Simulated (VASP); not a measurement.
Input of a VASP 6.6.1 run:

Contents of POSCAR:

```
Nb
1.0
    0.0000000000      1.9514979190      1.9514979190
    1.9514979190      0.0000000000      1.9514979190
    1.9514979190      1.9514979190      0.0000000000
Nb
1
Direct
    0.0000000000      0.0000000000      0.0000000000
```

The input INCAR.step1:

```
  ALGO = Normal
  EDIFF = 1E-5
  ENCUT = 550
  GGA = PE
  GGA_COMPAT = F
  ISMEAR = 1
  LASPH = T
  LCHARG = F
  LREAL = F
  LWAVE = T
  NBANDS = 12
  NELM = 120
  PREC = Accurate
  SIGMA = 0.05
```

The input INCAR.step2:

```
  ALGO = Normal
  EDIFF = 1E-6
  ENCUT = 550
  GGA_COMPAT = F
  ISIF = 2
  ISMEAR = 1
  ISTART = 1
  LASPH = T
  LCHARG = F
  LMIXTAU = T
  LREAL = F
  LWAVE = F
  METAGGA = R2SCAN
  NBANDS = 12
  NELM = 120
  PREC = Accurate
  SIGMA = 0.05
```

Contents of KPOINTS:

```
k-points
0
Gamma
  7 7 7
```

Potentials or basis: VASP PAW PBE potentials, release 64 (Nb_sv).

Launch:

```sh
$ cat potpaw_PBE.64/Nb_sv/POTCAR > POTCAR
$ cp INCAR.step1 INCAR
$ mpirun -np 1 vasp_std > vasp.out
$ cp INCAR.step2 INCAR
$ mpirun -np 1 vasp_std > vasp.out
```

What does it give for the pressure?

59.6 GPa.

What does it give for the band gap on the k mesh?

Zero (an odd number of electrons rules out a gap without spin polarisation).

Caveat: the k points lie up to 0.40 Å⁻¹ apart, too coarse for converged energies and pressures of a metal; the PAW data sets were made with another functional, which shifts forces and pressure a little.
